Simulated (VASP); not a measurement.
# TiO2 (P2_1/c) in VASP: notebook

TiO2 is run at these levels: PBEsol, PBE; tasks: single point.

Program: VASP 6.6.1. These are calculated values, not measurements. Logs are shortened: lines on timing, memory, paths and dates and some standing lists are left out, and cuts for length are marked.

## Step 1: The cell of the first run

The structure is monoclinic, space group P2_1/c (No. 14). Conventional cell: a = 4.781 Å, b = 4.861 Å, c = 5.002 Å, α = 90.00°, β = 100.06°, γ = 90.00°. Within 2.5 Å of Ti (site symmetry 1) lie 7 O at 1.87 to 2.19 Å. Within 2.5 Å of O (site symmetry 1) lie 3 Ti at 1.87 to 2.02 Å and 2 O at 2.40 to 2.42 Å. Within 2.6 Å of O (site symmetry 1) lie 4 Ti at 2.00 to 2.19 Å and 5 O at 2.40 to 2.58 Å.

## Step 2: Single point, PBEsol

The input, INCAR:

```
  ALGO = Normal
  EDIFF = 1E-6
  ENCUT = 520
  GGA = PS
  ISIF = 2
  ISMEAR = -1
  LASPH = T
  LCHARG = F
  LREAL = F
  LWAVE = F
  NBANDS = 60
  NELM = 80
  PREC = Accurate
  SIGMA = 0.05
```

The input, KPOINTS:

```
k-points
0
Gamma
  5 5 5
```

The input, POSCAR:

```
TiO2
1.0
    4.7806255023      0.0000000000     -0.0079085659
    0.0000000000      4.8611758902      0.0000000000
   -0.8652961973      0.0000000000      4.9269646503
Ti O
4 8
Direct
    0.2786212126      0.0549802084      0.2135940305
    0.7213787874      0.5549802084      0.2864059695
    0.7213787874      0.9450197916      0.7864059695
    0.2786212126      0.4450197916      0.7135940305
    0.0652238650      0.1721698414      0.8466777980
    0.9347761350      0.6721698414      0.6533222020
    0.9347761350      0.8278301586      0.1533222020
    0.0652238650      0.3278301586      0.3466777980
    0.4437589475      0.7585972155      0.4694538639
    0.5562410525      0.2585972155      0.0305461361
    0.5562410525      0.2414027845      0.5305461361
    0.4437589475      0.7414027845      0.9694538639
```

Potentials or basis: VASP PAW PBE potentials, release 64 (Ti_sv, O).

On the command line:

```
$ cat potpaw_PBE.64/Ti_sv/POTCAR potpaw_PBE.64/O/POTCAR > POTCAR
$ mpirun -np 1 vasp_std > vasp.out
```

OUTCAR:

```text
EDIFF = 1E-6
   ENCUT = 520
   GGA = PS
   ISIF = 2
   ISMEAR = -1
   LASPH = T
   LREAL = F
   NELM = 80
   PREC = Accurate

 ion  position               nearest neighbor table
   1  0.279  0.055  0.214-   8 1.87   7 1.96   9 2.00  10 2.00   5 2.02  11 2.09  12 2.19
   2  0.721  0.555  0.286-   7 1.87   8 1.96  10 2.00   9 2.00   6 2.02  12 2.09  11 2.19
   3  0.721  0.945  0.786-   6 1.87   5 1.96  11 2.00  12 2.00   7 2.02   9 2.09  10 2.19
   4  0.279  0.445  0.714-   5 1.87   6 1.96  12 2.00  11 2.00   8 2.02  10 2.09   9 2.19
   5  0.065  0.172  0.847-   4 1.87   3 1.96   1 2.02
   6  0.935  0.672  0.653-   3 1.87   4 1.96   2 2.02
   7  0.935  0.828  0.153-   2 1.87   1 1.96   3 2.02
   8  0.065  0.328  0.347-   1 1.87   2 1.96   4 2.02
   9  0.444  0.759  0.469-   1 2.00   2 2.00   3 2.09   4 2.19
  10  0.556  0.259  0.031-   2 2.00   1 2.00   4 2.09   3 2.19
  11  0.556  0.241  0.531-   3 2.00   4 2.00   1 2.09   2 2.19
  12  0.444  0.741  0.969-   4 2.00   3 2.00   2 2.09   1 2.19

  LATTYP: Found a simple monoclinic cell.
 ALAT       =     4.7806320438
 B/A-ratio  =     1.0168479493
 C/A-ratio  =     1.0463828233
 COS(beta)  =    -0.1746063240

  Lattice vectors:

 A1 = (   4.7806255023,   0.0000000000,  -0.0079085659)
 A2 = (   0.0000000000,   4.8611758902,   0.0000000000)
 A3 = (  -0.8652961973,   0.0000000000,   4.9269646503)

Analysis of symmetry for initial positions (statically):
=====================================================================
 Subroutine PRICEL returns:
 Original cell was already a primitive cell.

 Routine SETGRP: Setting up the symmetry group for a
 simple monoclinic supercell.

 Subroutine GETGRP returns: Found  4 space group operations
 (whereof  2 operations were pure point group operations)
 out of a pool of  4 trial point group operations.

The static configuration has the point symmetry S_2 .
 The point group associated with its full space group is C_2h.

Analysis of symmetry for dynamics (positions and initial velocities):
=====================================================================
 Subroutine PRICEL returns:
 Original cell was already a primitive cell.

 Routine SETGRP: Setting up the symmetry group for a
 simple monoclinic supercell.

 Subroutine GETGRP returns: Found  4 space group operations
 (whereof  2 operations were pure point group operations)
 out of a pool of  4 trial point group operations.

[... 125 lines left out ...]
   IBRION =     -1    ionic relax: 0-MD 1-quasi-New 2-CG
   NFREE  =      0    steps in history (QN), initial steepest desc. (CG)
   ISIF   =      2    stress and relaxation
   ISYM   =      2    0-nonsym 1-usesym 2-fastsym
   POTIM  = 0.5000    time-step for ionic-motion
   TEBEG  =    0.0;   TEEND  =   0.0 temperature during run
   PSTRESS=    0.0 pullay stress
   NELECT =      96.0000    total number of electrons
   NUPDOWN=      -1.0000    fix difference up-down
   EMIN   =  10.00;   EMAX   =-10.00  energy-range for DOS
   EFERMI =   0.00;   METHOD = LEGACY
   ISMEAR =    -1;   SIGMA  =   0.05  broadening in eV -4-tet -1-fermi 0-gaus
   EFERMI_NEDOS =   21; number of points for ismear=-14 and -15
   IALGO  =     38    algorithm
   IMIX   =      4    mixing-type and parameters
     AMIX     =   0.40;   BMIX     =  1.00
     AMIX_MAG =   1.60;   BMIX_MAG =  1.00
  volume/ion in A,a.u.               =       9.54        64.37
  Fermi-wavevector in a.u.,A,eV,Ry     =   1.543851  2.917456 32.429172  2.383477
  Thomas-Fermi vector in A             =   2.649456
   LORBIT       =      0    0 simple, 1 ext, 2 COOP (PROOUT), +10 PAW based schemes
   GGA     = PS    functional components
   LHFCALC =     F    Hartree Fock is set to
   AEXX    =    0.0000 exact exchange contribution
   IVDW    =     0    specifies the selected vdW correction
   LEPSILON=     F    determine dielectric tensor
   LRPA    =     F    only Hartree local field effects (RPA)
 non-spin polarized calculation
  energy-cutoff  :      520.00
  volume of cell :      114.47
 maximum number of plane-waves:      3104
   NGX = 17   NGY = 19   NGZ = 19

 number of electron      96.0000029 magnetization

 Free energy of the ion-electron system (eV)
  ---------------------------------------------------
  ext. energy  EPLUGINS =         0.00000000
  ---------------------------------------------------
  free energy    TOTEN  =      -112.14585506 eV

  energy without entropy =     -112.14585506  energy(sigma->0) =     -112.14585506

 E-fermi :   6.9543     XC(G=0): -12.2484

 val. band max:        5.7508322557   @ k =   0.0000   0.0000   0.0000
 cond. band min:       8.0241806782   @ k =   0.4000   0.0000   0.0000
 fundamental gap:      2.2733484225
 Fermi energy:         6.9543462339

 k-point     1 :       0.0000    0.0000    0.0000
  band No.  band energies     occupation
      1     -50.6282      2.00000
      2     -50.5871      2.00000
      3     -50.5854      2.00000
      4     -50.5833      2.00000
      5     -27.1989      2.00000
      6     -27.1732      2.00000
[... 1501 lines left out ...]
     59      10.1320      0.00000
     60      10.2843      0.00000

 [... further k-points ...]
[... 5 lines left out ...]
  --------------------------------------------------------------------------------------
  -------------------------------------------------------------------------------------
  Total        0.5935782      0.5892829      0.5682155      0.0000000      0.0000000      0.0191601
  in kB        8.3082436      8.2481233      7.9532442      0.0000000      0.0000000      0.2681816
  external PRESSURE =       8.1698704 kB  Pullay stress =       0.0000000 kB

 VOLUME and BASIS-vectors are now :
 -----------------------------------------------------------------------------
  energy-cutoff  :      520.00
  volume of cell :      114.47
      direct lattice vectors                 reciprocal lattice vectors
     4.780625502  0.000000000 -0.007908566     0.209238439  0.000000000  0.036747417
     0.000000000  4.861175890  0.000000000     0.000000000  0.205711544  0.000000000
    -0.865296197  0.000000000  4.926964650     0.000335861  0.000000000  0.203023705

 POSITION                                       TOTAL-FORCE (eV/Angst)
 -----------------------------------------------------------------------------------
      1.14716      0.26727      1.05017         0.028091     -0.039971     -0.003854
      3.20082      2.69786      1.40541        -0.028091     -0.039971      0.003854
      2.76817      4.59391      3.86889        -0.028091      0.039971      0.003854
      0.71451      2.16332      3.51365         0.028091      0.039971     -0.003854
     -0.42082      0.83695      4.17104        -0.025256     -0.019163     -0.001863
      3.90350      3.26754      3.21150         0.025256     -0.019163      0.001863
      4.33615      4.02423      0.74802         0.025256      0.019163      0.001863
      0.01183      1.59364      1.70755        -0.025256      0.019163     -0.001863
      1.71523      3.68767      2.30947        -0.026357     -0.007987      0.013979
      2.63275      1.25709      0.14610         0.026357     -0.007987     -0.013979
      2.20010      1.17350      2.60958         0.026357      0.007987     -0.013979
      1.28258      3.60409      4.77296        -0.026357      0.007987      0.013979
 -----------------------------------------------------------------------------------
    total drift:                                0.000000     -0.000000     -0.000000

  FREE ENERGIE OF THE ION-ELECTRON SYSTEM (eV)
  ---------------------------------------------------
  free  energy   TOTEN  =      -112.1458550605 eV

  energy  without entropy=     -112.1458550604  energy(sigma->0) =     -112.14585506
```

OSZICAR:

```text
N       E                     dE             d eps       ncg     rms          rms(c)
DAV:   1     0.152203467531E+04    0.15220E+04   -0.47461E+04  4688   0.195E+03
DAV:   2     0.174713961507E+03   -0.13473E+04   -0.12762E+04  4720   0.606E+02
DAV:   3    -0.122463890980E+03   -0.29718E+03   -0.28583E+03  5960   0.245E+02
DAV:   4    -0.144131304800E+03   -0.21667E+02   -0.21604E+02  6912   0.718E+01
DAV:   5    -0.145211279067E+03   -0.10800E+01   -0.10795E+01  7128   0.136E+01    0.445E+01
DAV:   6    -0.113464855769E+03    0.31746E+02   -0.19803E+02  6664   0.983E+01    0.179E+01
DAV:   7    -0.112666189920E+03    0.79867E+00   -0.36051E+01  6744   0.347E+01    0.117E+01
DAV:   8    -0.112464711575E+03    0.20148E+00   -0.72768E+00  6416   0.191E+01    0.554E+00
DAV:   9    -0.112131039921E+03    0.33367E+00   -0.22915E+00  6600   0.979E+00    0.130E+00
DAV:  10    -0.112146371674E+03   -0.15332E-01   -0.14129E-01  5972   0.226E+00    0.354E-01
DAV:  11    -0.112145870769E+03    0.50090E-03   -0.10560E-02  5912   0.543E-01    0.109E-01
DAV:  12    -0.112146152074E+03   -0.28130E-03   -0.19086E-03  7356   0.219E-01    0.148E-01
DAV:  13    -0.112145896468E+03    0.25561E-03   -0.24875E-03  6424   0.285E-01    0.563E-02
DAV:  14    -0.112145858637E+03    0.37832E-04   -0.43557E-04  6380   0.141E-01    0.211E-02
DAV:  15    -0.112145854492E+03    0.41445E-05   -0.27822E-05  6400   0.358E-02    0.479E-03
DAV:  16    -0.112145855060E+03   -0.56831E-06   -0.81343E-06  5780   0.134E-02
   1 F= -.11214586E+03 E0= -.11214586E+03  d E =-.103620E-09
```

Wall time 4.3 min (1 thread of Intel Xeon 6975P-C, shared host); peak memory 0.33 GiB.

What came out:

| Item | Value |
| --- | --- |
| Free energy | -112.1459 eV |
| Pressure | 0.8 GPa |
| Largest force | 0.049 eV/Å |
| Band gap on the k mesh | 2.27 eV, indirect (least direct gap 2.33 eV) |

Forces in eV/Å, atoms in the order of the input:
```
Ti   0.028 -0.040 -0.004
Ti  -0.028 -0.040  0.004
Ti  -0.028  0.040  0.004
Ti   0.028  0.040 -0.004
O   -0.025 -0.019 -0.002
O    0.025 -0.019  0.002
O    0.025  0.019  0.002
O   -0.025  0.019 -0.002
O   -0.026 -0.008  0.014
O    0.026 -0.008 -0.014
O    0.026  0.008 -0.014
O   -0.026  0.008  0.014
```

Caveat: the PAW data sets were made with another functional, which shifts forces and pressure a little. A k mesh can miss the band edges.

(Part 1 of 2 ends here.)
